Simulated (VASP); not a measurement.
Input of a VASP 6.6.1 run:

File INCAR:

```
PREC = Accurate
ENCUT = 600
EDIFF = 1E-6
ISMEAR = -1
SIGMA = 0.1
LREAL = F
LASPH = T
NELM = 120
ALGO = Normal
ISIF = 2
LWAVE = F
LCHARG = T
GGA = PE
LELF = T
LVHAR = T
NBANDS = 16
GGA_COMPAT = F
```

The input KPOINTS:

```
regular mesh
0
Gamma
  15 15 5
```

Contents of POSCAR:

```
C
1.0
    2.4665682607      0.0000000000      0.0000000000
   -1.2332841303      2.1361107739      0.0000000000
    0.0000000000      0.0000000000      8.4948739003
C
4
Direct
    0.0000000000      0.0000000000      0.2500000000
    0.0000000000      0.0000000000      0.7500000000
    0.3333333333      0.6666666667      0.2500000000
    0.6666666667      0.3333333333      0.7500000000
```

Potentials or basis: VASP PAW PBE potentials, release 64 (C).

Launch:

```sh
$ cat potpaw_PBE.64/C/POTCAR > POTCAR
$ mpirun -np 1 vasp_std > vasp.out
```

Estimate the band gap on the k mesh.

zero (filled and empty bands touch).

Estimate the pressure.

0.0 GPa.

Stress tensor (GPa, compression positive):
```
 0.14  0.00  0.00
 0.00  0.14  0.00
 0.00  0.00 -0.20
```

Caveat: this functional lacks dispersion, which binds the layers, so the pressure and a relaxed spacing across them are unreliable.
